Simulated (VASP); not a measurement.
Write the native input for VASP 6.6.1 that does the following.

```
Task                   : single point
Functional             : LDA
Potentials or basis    : VASP PAW LDA potentials, release 64 (Mg, Hf_pv)
Cutoff                 : 600 eV
k mesh                 : 4 × 4 × 4
Occupations            : fermi-dirac, width 0.02 eV
Spin                   : no spin polarisation
Dipole correction      : no
Further INCAR settings : ALGO = Normal; EDIFF = 1e-06; NBANDS = 16
```

The structure of HfMg3 lies in POSCAR:

```
HfMg3
1.0
    4.4334000000      0.0000000000      0.0000000000
    0.0000000000      4.4334000000      0.0000000000
    0.0000000000      0.0000000000      4.4334000000
Mg Hf
3 1
Direct
    0.5000000000      0.5000000000      0.0000000000
    0.5000000000      0.0000000000      0.5000000000
    0.0000000000      0.5000000000      0.5000000000
    0.0000000000      0.0000000000      0.0000000000
```

One way to write it, as run:

INCAR

```
SYSTEM = HfMg3
PREC     = Accurate       ! precision mode
ENCUT    = 600            ! plane-wave cutoff, eV
EDIFF    = 1E-6           ! SCF threshold, eV
ISMEAR   = -1             ! smearing method
SIGMA    = 0.02           ! smearing width, eV
LREAL    = .False.        ! projectors in reciprocal space
LASPH    = .True.         ! aspherical terms in the spheres
NELM     = 120            ! most SCF steps
ALGO     = Normal         ! electronic algorithm
ISIF     = 2              ! what is computed and relaxed
LWAVE    = .False.        ! write WAVECAR
LCHARG   = .True.         ! write CHGCAR
GGA      = CA             ! functional
LELF     = .True.         ! ELF
LVHAR    = .True.       
NBANDS   = 16             ! bands
GGA_COMPAT= .False.
```

KPOINTS

```
regular mesh
0
Gamma
  4 4 4
  0 0 0
```

Potentials or basis: VASP PAW LDA potentials, release 64 (Mg, Hf_pv).

Run with:

```bash
$ cat potpaw_LDA.64/Mg/POTCAR potpaw_LDA.64/Hf_pv/POTCAR > POTCAR
$ mpirun -np 1 vasp_std > vasp.out
```

Results of the run:

The pressure is -3.8 GPa and the band gap on the k mesh is zero (bands 8 and 9 overlap by 1.35 eV).

Caveat: the cell stands under tension; spin-orbit coupling is left out, which moves the levels of the heavy elements.

It took 16 s on 1 thread of Intel(R) Xeon(R) Platinum 8488C (Sapphire Rapids), with other jobs on the host, peak memory 0.17 GiB.
